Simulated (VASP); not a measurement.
A run of VASP 6.6.1:

The input INCAR:

```
PREC = Accurate ; ENCUT = 520
EDIFF = 1E-7 ; ISMEAR = 0
SIGMA = 0.1 ; LREAL = False
LASPH = True ; NELM = 60
ALGO = Fast ; ISIF = 2
LWAVE = False ; LCHARG = False
NBANDS = 13
```

KPOINTS

```
regular mesh
0
Gamma
  16 16 16
```

POSCAR

```
W
1.0
   -1.5673192777      1.5673192777      1.5673192777
    1.5673192777     -1.5673192777      1.5673192777
    1.5673192777      1.5673192777     -1.5673192777
W
1
Direct
    0.0000000000      0.0000000000      0.0000000000
```

Potentials or basis: VASP PAW LDA potentials, release 64 (W_sv).

Command:

```console
$ cat potpaw_LDA.64/W_sv/POTCAR > POTCAR
$ mpirun -np 1 vasp_std > vasp.out
```

Hardware: 1 thread of Intel(R) Xeon(R) Platinum 8375C CPU @ 2.90GHz (Ice Lake), on a shared host.

**Question.** Estimate the wall time of this run.

**Answer.** Run time: 24 s on 1 thread of Intel(R) Xeon(R) Platinum 8375C CPU @ 2.90GHz (Ice Lake), with other jobs on the host, peak memory 0.14 GiB. Counts: scf iterations 14, k points 145.
